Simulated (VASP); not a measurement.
Input of a VASP 6.6.1 run:

INCAR

```
PREC = Accurate ; ENCUT = 520
EDIFF = 1E-6 ; ISMEAR = -1
SIGMA = 0.02 ; LREAL = Auto
LASPH = True ; NELM = 150
ALGO = Normal ; ISIF = 2
LWAVE = False ; LCHARG = False
ISPIN = 2 ; MAGMOM = 0 0 0 0 0 0 0 0 0 0 0 0 0 0 0 0 0 0 0.13
LORBIT = 11 ; GGA = PE
IVDW = 12 ; NBANDS = 57
```

Contents of KPOINTS:

```
regular mesh
0
Gamma
  2 2 1
```

POSCAR

```
C
1.0
    7.3980000000      0.0000000000      0.0000000000
   -3.6990000000      6.4068560000      0.0000000000
    0.0000000000      0.0000000000     12.0000000000
C
19
Direct
    0.0010660653      0.0007804140      0.0844666667
    0.2140728564      0.1136282757      0.0828833333
    0.0005587604      0.3341264420      0.0700916667
    0.2180945825      0.4448671860      0.0814250000
   -0.0019779320      0.6569524896      0.0796500000
    0.2116210837      0.7742018862      0.0824500000
    0.3182852334     -0.0108477543      0.0816500000
    0.5438462018      0.1100227631      0.0737750000
    0.3317156100      0.3363428178      0.0842250000
    0.5566654936      0.4510168482      0.0767083333
    0.3211718328      0.6627275531      0.1109750000
    0.5650798592      0.7866885099      0.1059666667
    0.6631180968      0.0117998594      0.0823833333
    0.8827416643      0.1109280433      0.0804750000
    0.6628441144      0.3364208592      0.0790833333
    0.8780253462      0.4330985432      0.0751750000
    0.6747811576      0.6718115719      0.0778250000
    0.8919419306      0.7805856726      0.0808083333
    0.4393017424      0.7168570669      0.2199666667
```

Potentials or basis: VASP PAW PBE potentials, release 64 (C).

Launch:

```bash
$ cat potpaw_PBE.64/C/POTCAR > POTCAR
$ mpirun -np 1 vasp_std > vasp.out
```

Question: What does it give for the site moments?

Answer: C -0.00, +0.00, +0.01, -0.01, +0.17 μB.

Question: Estimate the largest force.

Answer: 3.081 eV/Å.

Question: What does it give for the dispersion energy per atom?

Answer: -0.090 eV.

Forces on the atoms (eV/Å):
```
C   -2.587  0.182  0.059
C    2.465 -0.506 -0.077
C   -0.856 -1.490  0.826
C    0.771 -0.910  0.175
C   -2.901  0.870 -0.504
C    1.022 -0.248  0.670
C   -0.080  3.041 -0.493
C    0.322  0.396  1.176
C   -0.478  0.397 -0.618
C   -0.154 -0.003  0.681
C    0.724  0.438 -0.491
C   -0.660 -0.470  0.608
C    1.046 -1.434  0.101
C    0.907  0.669 -0.829
C   -0.579 -1.813 -1.029
C    1.037  2.366  0.193
C   -1.470 -0.355  0.870
C    0.953 -1.473 -0.524
C    0.516  0.343 -0.793
```

Caveat: the k points lie up to 0.49 Å⁻¹ apart.
